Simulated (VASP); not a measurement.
Set up this calculation in VASP 6.6.1, as the native input.

| Quantity | Value |
| --- | --- |
| Task | single point |
| Functional | r2SCAN |
| Dispersion | D3(BJ) |
| Potentials or basis | VASP PAW PBE potentials, release 64 (Al) |
| Cutoff | 520 eV |
| k mesh | 11 × 11 × 11 |
| Occupations | fermi-dirac, width 0.05 eV |
| Spin | no spin polarisation |
| Dipole correction | no |
| Further INCAR settings | ALGO = Normal; EDIFF = 1e-07; NBANDS = 8 |

Crystal: Al.

```xyz
1
Lattice="0.0000 2.0112 2.0112 2.0112 0.0000 2.0112 2.0112 2.0112 0.0000" Properties=species:S:1:pos:R:3 pbc="T T T"
Al    0.0000    0.0000    0.0000
```

These files were run (other wordings do the same):

POSCAR

```
Al
1.0
    0.0000000000      2.0112152952      2.0112152952
    2.0112152952      0.0000000000      2.0112152952
    2.0112152952      2.0112152952      0.0000000000
Al
1
Direct
    0.0000000000      0.0000000000      0.0000000000
```

INCAR.step1

```
ALGO     = Normal         # electronic algorithm
EDIFF    = 1E-4           # SCF threshold, eV
ENCUT    = 520            # plane-wave cutoff, eV
GGA      = PE             # functional
ISMEAR   = -1             # smearing method
LASPH    = True           # aspherical terms in the spheres
LCHARG   = False          # write CHGCAR
LREAL    = False          # projectors in reciprocal space
LWAVE    = True           # write WAVECAR
NBANDS   = 8              # bands
NELM     = 80             # most SCF steps
PREC     = Accurate       # precision mode
SIGMA    = 0.05           # smearing width, eV
```

INCAR.step2

```
ALGO     = Normal         # electronic algorithm
EDIFF    = 1E-7           # SCF threshold, eV
ENCUT    = 520            # plane-wave cutoff, eV
ISIF     = 2              # what is computed and relaxed
ISMEAR   = -1             # smearing method
ISTART   = 1            
IVDW     = 12             # dispersion correction
LASPH    = True           # aspherical terms in the spheres
LCHARG   = False          # write CHGCAR
LMIXTAU  = True         
LREAL    = False          # projectors in reciprocal space
LWAVE    = False          # write WAVECAR
METAGGA  = R2SCAN         # meta-GGA
NBANDS   = 8              # bands
NELM     = 80             # most SCF steps
PREC     = Accurate       # precision mode
SIGMA    = 0.05           # smearing width, eV
VDW_A1   = 0.49484001   
VDW_A2   = 5.73083694   
VDW_S6   = 1.0          
VDW_S8   = 0.78981345
```

KPOINTS

```
k-points
0
Gamma
  11 11 11
```

Potentials or basis: VASP PAW PBE potentials, release 64 (Al).

Command:

```console
$ cat potpaw_PBE.64/Al/POTCAR > POTCAR
$ cp INCAR.step1 INCAR
$ mpirun -np 1 vasp_std > vasp.out
$ cp INCAR.step2 INCAR
$ mpirun -np 1 vasp_std > vasp.out
```

It gave:

The pressure is -3.7 GPa. The dispersion energy per atom is -0.162 eV.

Caveat: the PAW data sets were made with another functional, which shifts forces and pressure a little; pairwise dispersion overbinds metals, which lowers pressure and volume.

Wall time 19 s on 1 thread of Intel Xeon 6975P-C (shared host), peak memory 0.14 GiB.
